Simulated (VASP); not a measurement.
# Nb (P6_3/mmc) in VASP: notebook, part 2 of 2

VASP 6.6.1.

## Step 3: Single point, RPBE (18.26 Å³/atom)

This run uses another cell than the first one, of 18.26 Å³/atom.

Contents of INCAR:

```
  PREC = Accurate
  ENCUT = 520
  EDIFF = 1E-6
  ISMEAR = -1
  SIGMA = 0.1
  LREAL = False
  LASPH = True
  NELM = 100
  ALGO = Normal
  ISIF = 2
  LWAVE = False
  LCHARG = False
  GGA = RP
  NBANDS = 34
```

Contents of KPOINTS:

```
regular mesh
0
Gamma
  14 14 4
```

Contents of POSCAR:

```
Nb
1.0
    2.8454524404      0.0000000000      0.0000000000
   -1.4227262202      2.4642340987      0.0000000000
    0.0000000000      0.0000000000     10.4155632556
Nb
4
Direct
    0.0000000000      1.0000000000      1.0000000000
    0.0000000000      1.0000000000      0.5000000000
    0.3333333333      0.6666666667      0.2500000000
    0.6666666667      0.3333333333      0.7500000000
```

Potentials or basis: VASP PAW PBE potentials, release 64 (Nb_sv).

Launch:

```
$ cat potpaw_PBE.64/Nb_sv/POTCAR > POTCAR
$ mpirun -np 1 vasp_std > vasp.out
```

OUTCAR:

```text
PREC = Accurate
   ENCUT = 520
   EDIFF = 1E-6
   ISMEAR = -1
   LREAL = False
   LASPH = True
   NELM = 100
   ISIF = 2
   GGA = RP

 ion  position               nearest neighbor table
   1  0.000  0.000  0.000-
   2  0.000  0.000  0.500-
   3  0.333  0.667  0.250-
   4  0.667  0.333  0.750-

  LATTYP: Found a hexagonal cell.
 ALAT       =     2.8454524404
 C/A-ratio  =     3.6604242994

  Lattice vectors:

 A1 = (   2.8454524404,   0.0000000000,   0.0000000000)
 A2 = (  -1.4227262202,   2.4642340987,   0.0000000000)
 A3 = (   0.0000000000,   0.0000000000,  10.4155632556)

Analysis of symmetry for initial positions (statically):
=====================================================================
 Subroutine PRICEL returns:
 Original cell was already a primitive cell.

 Routine SETGRP: Setting up the symmetry group for a
 hexagonal supercell.

 Subroutine GETGRP returns: Found 24 space group operations
 (whereof 12 operations were pure point group operations)
 out of a pool of 24 trial point group operations.

The static configuration has the point symmetry D_3d.
 The point group associated with its full space group is D_6h.

Analysis of symmetry for dynamics (positions and initial velocities):
=====================================================================
 Subroutine PRICEL returns:
 Original cell was already a primitive cell.

 Routine SETGRP: Setting up the symmetry group for a
 hexagonal supercell.

 Subroutine GETGRP returns: Found 24 space group operations
 (whereof 12 operations were pure point group operations)
 out of a pool of 24 trial point group operations.

The dynamic configuration has the point symmetry D_3d.
 The point group associated with its full space group is D_6h.

 Subroutine INISYM returns: Found 24 space group operations
 (whereof 12 operations are pure point group operations),
 and found     1 'primitive' translations

----------------------------------------------------------------------------------------

                                     Primitive cell

  volume of cell :      73.0325

  direct lattice vectors                    reciprocal lattice vectors
     2.845452440  0.000000000  0.000000000     0.351437960  0.202902801  0.000000000
    -1.422726220  2.464234099  0.000000000     0.000000000  0.405805601  0.000000000
     0.000000000  0.000000000 10.415563256     0.000000000  0.000000000  0.096010170

  length of vectors
     2.845452440  2.845452440 10.415563256     0.405805601  0.405805601  0.096010170

  position of ions in fractional coordinates (direct lattice)
     0.000000000  0.000000000  0.000000000
     0.000000000  0.000000000  0.500000000
     0.333333333  0.666666667  0.250000000
     0.666666667  0.333333333  0.750000000

  ion indices of the primitive-cell ions
   primitive index   ion index
                 1           1
                 2           2
                 3           3
                 4           4

----------------------------------------------------------------------------------------

 KPOINTS: regular mesh

Automatic generation of k-mesh.
 Grid dimensions read from file:
 generate k-points for:   14   14    4

 Generating k-lattice:

  Cartesian coordinates                     Fractional coordinates (reciprocal lattice)
     0.025102711  0.014493057  0.000000000     0.071428571  0.000000000  0.000000000
     0.000000000  0.028986114  0.000000000     0.000000000  0.071428571  0.000000000
     0.000000000  0.000000000  0.024002543     0.000000000  0.000000000  0.250000000

  Length of vectors
     0.028986114  0.028986114  0.024002543

  Shift w.r.t. Gamma in fractional coordinates (k-lattice)
     0.000000000  0.000000000  0.000000000

 Subroutine IBZKPT returns following result:
 ===========================================

 Found     72 irreducible k-points:

 Following reciprocal coordinates:
            Coordinates               Weight
  0.000000  0.000000  0.000000      1.000000
  0.071429  0.000000  0.000000      6.000000
  0.142857  0.000000  0.000000      6.000000
  0.214286  0.000000  0.000000      6.000000
  0.285714  0.000000  0.000000      6.000000
  0.357143  0.000000  0.000000      6.000000
[... 16 lines left out ...]
  0.285714  0.285714  0.000000      6.000000
  0.357143  0.285714  0.000000      6.000000
 [... further k-points ...]
   k-points           NKPTS =     72   k-points in BZ     NKDIM =     72   number of bands    NBANDS=     34
   number of dos      NEDOS =    301   number of ions     NIONS =      4
   total plane-waves  NPLWV =  46080
   dimension x,y,z NGX =    24 NGY =   24 NGZ =   80
   dimension x,y,z NGXF=    48 NGYF=   48 NGZF=  160
   ions per type =               4
   NGX,Y,Z   is equivalent  to a cutoff of  14.02, 14.02, 12.77 a.u.
   NGXF,Y,Z  is equivalent  to a cutoff of  28.04, 28.04, 25.54 a.u.
 SYSTEM =  unknown system
   PREC   = accura    normal or accurate (medium, high low for compatibility)
   ISTART =      0    job   : 0-new  1-cont  2-samecut
   ICHARG =      2    charge: 1-file 2-atom 10-const
   ISPIN  =      1    spin polarized calculation?
   LNONCOLLINEAR =      F non collinear calculations
   LSORBIT =      F    spin-orbit coupling
   LASPH  =      T    aspherical Exc in radial PAW
   ENCUT  =  520.0 eV  38.22 Ry    6.18 a.u.   5.29  5.29 19.37*2*pi/ulx,y,z
   NELM   =    100;   NELMIN=  2; NELMDL= -5     # of ELM steps
   EDIFF  = 0.1E-05   stopping-criterion for ELM
   LREAL  =      F    real-space projection
[... 7 lines left out ...]
   TEBEG  =    0.0;   TEEND  =   0.0 temperature during run
   PSTRESS=    0.0 pullay stress
   NELECT =      52.0000    total number of electrons
   NUPDOWN=      -1.0000    fix difference up-down
   EMIN   =  10.00;   EMAX   =-10.00  energy-range for DOS
   EFERMI =   0.00;   METHOD = LEGACY
   ISMEAR =    -1;   SIGMA  =   0.10  broadening in eV -4-tet -1-fermi 0-gaus
   EFERMI_NEDOS =   21; number of points for ismear=-14 and -15
   IALGO  =     38    algorithm
   IMIX   =      4    mixing-type and parameters
     AMIX     =   0.40;   BMIX     =  1.00
     AMIX_MAG =   1.60;   BMIX_MAG =  1.00
  volume/ion in A,a.u.               =      18.26       123.21
  Fermi-wavevector in a.u.,A,eV,Ry     =   1.461854  2.762503 29.075873  2.137016
  Thomas-Fermi vector in A             =   2.578136
   LORBIT       =      0    0 simple, 1 ext, 2 COOP (PROOUT), +10 PAW based schemes
   GGA     = RP    functional components
   LHFCALC =     F    Hartree Fock is set to
   AEXX    =    0.0000 exact exchange contribution
   IVDW    =     0    specifies the selected vdW correction
   LEPSILON=     F    determine dielectric tensor
   LRPA    =     F    only Hartree local field effects (RPA)
 non-spin polarized calculation
  energy-cutoff  :      520.00
  volume of cell :       73.03
 maximum number of plane-waves:      1988
 NGX is ok and might be reduce to    24
   NGX = 11   NGY = 11   NGZ = 39

 number of electron      51.9999998 magnetization

 Free energy of the ion-electron system (eV)
  ---------------------------------------------------
  ext. energy  EPLUGINS =         0.00000000
  ---------------------------------------------------
  free energy    TOTEN  =       -37.71721042 eV

  energy without entropy =      -37.54391526  energy(sigma->0) =      -37.63056284

 E-fermi :  11.4042     XC(G=0): -12.3478

 val. band max:       11.4030645231   @ k =   0.0714   0.0000   0.0000
 cond. band min:      11.4060458318   @ k =   0.3571   0.2857   0.0000
 fundamental gap:      0.0029813086
 Fermi energy:        11.4042087394

 k-point     1 :       0.0000    0.0000    0.0000
  band No.  band energies     occupation
      1     -43.3282      2.00000
      2     -43.2731      2.00000
      3     -43.2479      2.00000
      4     -43.1918      2.00000
      5     -19.8326      2.00000
      6     -19.3657      2.00000
[... 26 lines left out ...]
     33      14.2352      0.00000
     34      14.2461      0.00000
[... 820 lines left out ...]
      4     -42.9984      2.00000
      5     -19.7221      2.00000
      6     -19.7008      2.00000
[... 26 lines left out ...]
     33      14.7175      0.00000
     34      15.2486      0.00000

 [... further k-points ...]

------------------------ aborting loop because EDIFF is reached ----------------------------------------

  FORCE on cell =-STRESS in cart. coord.  units (eV):
  Direction    XX          YY          ZZ          XY          YZ          ZX
  --------------------------------------------------------------------------------------
  -------------------------------------------------------------------------------------
  Total        3.0557442      3.0557442      2.7202111      0.0000000      0.0000000      0.0000000
  in kB       67.0365307     67.0365307     59.6756464      0.0000000      0.0000000      0.0000000
  external PRESSURE =      64.5829026 kB  Pullay stress =       0.0000000 kB

 VOLUME and BASIS-vectors are now :
 -----------------------------------------------------------------------------
  energy-cutoff  :      520.00
  volume of cell :       73.03
      direct lattice vectors                 reciprocal lattice vectors
     2.845452440  0.000000000  0.000000000     0.351437960  0.202902801  0.000000000
    -1.422726220  2.464234099  0.000000000     0.000000000  0.405805601  0.000000000
     0.000000000  0.000000000 10.415563256     0.000000000  0.000000000  0.096010170

 POSITION                                       TOTAL-FORCE (eV/Angst)
 -----------------------------------------------------------------------------------
      0.00000      0.00000      0.00000         0.000000      0.000000      0.000000
      0.00000      0.00000      5.20778         0.000000      0.000000      0.000000
     -0.00000      1.64282      2.60389        -0.000000      0.000000     -0.000000
      1.42273      0.82141      7.81167         0.000000      0.000000      0.000000
 -----------------------------------------------------------------------------------
    total drift:                               -0.000000      0.000000     -0.000000

  FREE ENERGIE OF THE ION-ELECTRON SYSTEM (eV)
  ---------------------------------------------------
  free  energy   TOTEN  =       -37.7172104233 eV

  energy  without entropy=      -37.5439152601  energy(sigma->0) =      -37.63056284
```

Run time: 76 s. Hardware: 1 thread of Intel Xeon 6975P-C (Granite Rapids), shared host; peak memory 0.28 GiB.

What came out:

| Item | Value |
| --- | --- |
| Free energy | -37.7172 eV |
| Pressure | 6.5 GPa |
| Band gap on the k mesh | zero (bands 26 and 27 overlap by 1.52 eV) |

Levels at points of the mesh, in eV from the Fermi level:
```
           k point  band 22  band 23  band 24  band 25  band 26  band 27  band 28  band 29  band 30  band 31
(0.00, 0.00, 0.00)    -1.26    -1.00     0.27     0.27     0.38     0.38     0.49     0.57     0.57     0.70
(0.50, 0.00, 0.00)    -2.33    -2.23    -1.27     0.07     0.39     0.78     2.27     2.29     2.44     3.18
(0.00, 0.00, 0.50)    -1.17    -0.37    -0.37     0.34     0.34     0.34     0.34     0.60     0.60     0.60
(0.50, 0.00, 0.50)    -3.14    -1.42    -1.42     1.00     1.00     1.17     1.17     1.54     1.54     3.74
```

Caveat: the cell stands under pressure; the PAW data sets were made with another functional, which shifts forces and pressure a little.
